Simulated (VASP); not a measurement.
# Yb (P6_3/mmc) in VASP: single point with PBE

Aim: the single point of Yb with PBE.

Everything below comes from runs of VASP 6.6.1. Logs are shortened: lines on timing, memory, paths and dates and some standing lists are left out, and cuts for length are marked.

**1. The cell of the first run**

It takes space group P6_3/mmc (No. 194, hexagonal). The conventional cell has a = 3.684 Å, b = 3.684 Å, c = 6.045 Å, α = 90.00°, β = 90.00°, γ = 120.00°. Yb (site symmetry -6m2) has 12 Yb at 3.68 to 3.70 Å within 4.8 Å.

This isn't the form of Yb at room conditions, which is fcc.

**2. Single point, PBE**

The input, INCAR:

```
PREC = Accurate ; ENCUT = 520
EDIFF = 1E-6 ; ISMEAR = -1
SIGMA = 0.1 ; LREAL = F
LASPH = T ; NELM = 60
ALGO = Normal ; ISIF = 2
LWAVE = F ; LCHARG = T
GGA = PE ; LELF = T
LVHAR = T ; NBANDS = 31
```

The input, KPOINTS:

```
regular mesh
0
Gamma
  8 8 4
```

The input, POSCAR:

```
Yb
1.0
    3.6837322949      0.0000003348      0.0000000000
   -1.8418664374      3.1902055807      0.0000000000
    0.0000000000      0.0000000000      6.0448035366
Yb
2
Direct
    0.3333333333      0.6666666667      0.2500000000
    0.6666666667      0.3333333333      0.7500000000
```

Potentials or basis: VASP PAW PBE potentials, release 64 (Yb).

Started as:

```
$ cat potpaw_PBE.64/Yb/POTCAR > POTCAR
$ mpirun -np 1 vasp_std > vasp.out
```

OUTCAR:

```text
PREC = Accurate
   ENCUT = 520
   EDIFF = 1E-6
   ISMEAR = -1
   LREAL = F
   LASPH = T
   NELM = 60
   ISIF = 2
   GGA = PE

 ion  position               nearest neighbor table
   1  0.333  0.667  0.250-   2 3.70   2 3.70   2 3.70   2 3.70   2 3.70   2 3.70
   2  0.667  0.333  0.750-   1 3.70   1 3.70   1 3.70   1 3.70   1 3.70   1 3.70

  LATTYP: Found a hexagonal cell.
 ALAT       =     3.6837322949
 C/A-ratio  =     1.6409453925

  Lattice vectors:

 A1 = (   3.6837322949,   0.0000003348,   0.0000000000)
 A2 = (  -1.8418664374,   3.1902055807,   0.0000000000)
 A3 = (   0.0000000000,   0.0000000000,   6.0448035366)

Analysis of symmetry for initial positions (statically):
=====================================================================
 Subroutine PRICEL returns:
 Original cell was already a primitive cell.

 Routine SETGRP: Setting up the symmetry group for a
 hexagonal supercell.

 Subroutine GETGRP returns: Found 24 space group operations
 (whereof 12 operations were pure point group operations)
 out of a pool of 24 trial point group operations.

The static configuration has the point symmetry D_3d.
 The point group associated with its full space group is D_6h.

Analysis of symmetry for dynamics (positions and initial velocities):
=====================================================================
 Subroutine PRICEL returns:
 Original cell was already a primitive cell.

 Routine SETGRP: Setting up the symmetry group for a
 hexagonal supercell.

 Subroutine GETGRP returns: Found 24 space group operations
 (whereof 12 operations were pure point group operations)
 out of a pool of 24 trial point group operations.

The dynamic configuration has the point symmetry D_3d.
 The point group associated with its full space group is D_6h.

 Subroutine INISYM returns: Found 24 space group operations
 (whereof 12 operations are pure point group operations),
 and found     1 'primitive' translations

----------------------------------------------------------------------------------------

                                     Primitive cell

  volume of cell :      71.0377

  direct lattice vectors                    reciprocal lattice vectors
     3.683732295  0.000000335  0.000000000     0.271463795  0.156729728  0.000000000
    -1.841866437  3.190205581  0.000000000    -0.000000028  0.313459406  0.000000000
     0.000000000  0.000000000  6.044803537     0.000000000  0.000000000  0.165431348

[... 79 lines left out ...]
   LSORBIT =      F    spin-orbit coupling
   LASPH  =      T    aspherical Exc in radial PAW
   ENCUT  =  520.0 eV  38.22 Ry    6.18 a.u.   6.85  6.85 11.24*2*pi/ulx,y,z
   NELM   =     60;   NELMIN=  2; NELMDL= -5     # of ELM steps
   EDIFF  = 0.1E-05   stopping-criterion for ELM
   LREAL  =      F    real-space projection
   EDIFFG = 0.1E-04   stopping-criterion for IOM
   NSW    =      0    number of steps for IOM
   IBRION =     -1    ionic relax: 0-MD 1-quasi-New 2-CG
   NFREE  =      0    steps in history (QN), initial steepest desc. (CG)
   ISIF   =      2    stress and relaxation
   ISYM   =      2    0-nonsym 1-usesym 2-fastsym
   POTIM  = 0.5000    time-step for ionic-motion
   TEBEG  =    0.0;   TEEND  =   0.0 temperature during run
   PSTRESS=    0.0 pullay stress
   NELECT =      48.0000    total number of electrons
   NUPDOWN=      -1.0000    fix difference up-down
   EMIN   =  10.00;   EMAX   =-10.00  energy-range for DOS
   EFERMI =   0.00;   METHOD = LEGACY
   ISMEAR =    -1;   SIGMA  =   0.10  broadening in eV -4-tet -1-fermi 0-gaus
   EFERMI_NEDOS =   21; number of points for ismear=-14 and -15
   IALGO  =     38    algorithm
   IMIX   =      4    mixing-type and parameters
     AMIX     =   0.40;   BMIX     =  1.00
     AMIX_MAG =   1.60;   BMIX_MAG =  1.00
  volume/ion in A,a.u.               =      35.52       239.69
  Fermi-wavevector in a.u.,A,eV,Ry     =   1.436566  2.714716 28.078642  2.063722
  Thomas-Fermi vector in A             =   2.555740
   LORBIT       =      0    0 simple, 1 ext, 2 COOP (PROOUT), +10 PAW based schemes
   GGA     = PE    functional components
   LHFCALC =     F    Hartree Fock is set to
   AEXX    =    0.0000 exact exchange contribution
   IVDW    =     0    specifies the selected vdW correction
   LEPSILON=     F    determine dielectric tensor
   LRPA    =     F    only Hartree local field effects (RPA)
 non-spin polarized calculation
  energy-cutoff  :      520.00
  volume of cell :       71.04
 maximum number of plane-waves:      1926
 NGX is ok and might be reduce to    28
   NGX = 13   NGY = 13   NGZ = 23

 number of electron      48.0000014 magnetization

 Free energy of the ion-electron system (eV)
  ---------------------------------------------------
  ext. energy  EPLUGINS =         0.00000000
  ---------------------------------------------------
  free energy    TOTEN  =        -7.20618097 eV

  energy without entropy =       -7.01281547  energy(sigma->0) =       -7.10949822

 E-fermi :   1.6125     XC(G=0):  -9.5009

 val. band max:        1.5927283903   @ k =   0.2500   0.1250   0.0000
 cond. band min:       1.6130617851   @ k =   0.2500   0.1250   0.0000
 fundamental gap:      0.0203333948
 Fermi energy:         1.6125234439

 k-point     1 :       0.0000    0.0000    0.0000
  band No.  band energies     occupation
      1     -50.1922      2.00000
      2     -50.1753      2.00000
      3     -22.6964      2.00000
      4     -22.4000      2.00000
      5     -22.4000      2.00000
      6     -22.3536      2.00000
[... 805 lines left out ...]
     30       5.4839      0.00000
     31       7.1943      0.00000

 [... further k-points ...]

------------------------ aborting loop because EDIFF is reached ----------------------------------------

  FORCE on cell =-STRESS in cart. coord.  units (eV):
  Direction    XX          YY          ZZ          XY          YZ          ZX
  --------------------------------------------------------------------------------------
  -------------------------------------------------------------------------------------
  Total       -0.1859325     -0.1859325     -0.1540958      0.0000000     -0.0000000      0.0000000
  in kB       -4.1935025     -4.1935025     -3.4754606      0.0000000     -0.0000000      0.0000000
  external PRESSURE =      -3.9541552 kB  Pullay stress =       0.0000000 kB

 VOLUME and BASIS-vectors are now :
 -----------------------------------------------------------------------------
  energy-cutoff  :      520.00
  volume of cell :       71.04
      direct lattice vectors                 reciprocal lattice vectors
     3.683732295  0.000000335  0.000000000     0.271463795  0.156729728  0.000000000
    -1.841866437  3.190205581  0.000000000    -0.000000028  0.313459406  0.000000000
     0.000000000  0.000000000  6.044803537     0.000000000  0.000000000  0.165431348

 POSITION                                       TOTAL-FORCE (eV/Angst)
 -----------------------------------------------------------------------------------
     -0.00000      2.12680      1.51120         0.000000     -0.000000      0.000000
      1.84187      1.06340      4.53360        -0.000000      0.000000      0.000000
 -----------------------------------------------------------------------------------
    total drift:                                0.000000     -0.000000      0.000000

  FREE ENERGIE OF THE ION-ELECTRON SYSTEM (eV)
  ---------------------------------------------------
  free  energy   TOTEN  =        -7.2061809731 eV

  energy  without entropy=       -7.0128154690  energy(sigma->0) =       -7.10949822
```

Wall time 3.3 min (1 thread of Intel Xeon Platinum 8259CL at 2.50GHz (Skylake/Cascade Lake), shared host); peak memory 0.22 GiB.

Results:

```
Free energy            : -7.2062 eV
Pressure               : -0.4 GPa
Band gap on the k mesh : zero (bands 24 and 25 overlap by 0.19 eV)
```

Caveat: spin-orbit coupling is left out, which moves the levels of the heavy elements. Spin polarisation is off, so any magnetic state and its effect on volume and gap are missing.
